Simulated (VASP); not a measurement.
Rh:

```
Rh
1.0
     0.00000    1.85911    1.85911
     1.85911    0.00000    1.85911
     1.85911    1.85911    0.00000
Rh
1
Direct
  0.00000 0.00000 0.00000
```

Base run:

```yaml
Program: VASP 6.6.1
Functional: LDA
Potentials_or_basis: VASP PAW LDA potentials, release 64 (Rh_sv_GW)
Cutoff: 530 eV
k_mesh: 12 × 12 × 12
Occupations: fermi-dirac, width 0.05 eV
Spin: no spin polarisation
```

Its results: pressure 7.6 GPa.

**Question.** The run is repeated on the same cell with these changes: potentials or basis from VASP PAW LDA potentials, release 64 (Rh_sv_GW) to VASP PAW LDA potentials, release 64 (Rh_pv); cutoff from 530 eV to 520 eV; valence electrons from 17 to 15. What comes out?

**Answer.** Pressure 10.6 GPa.
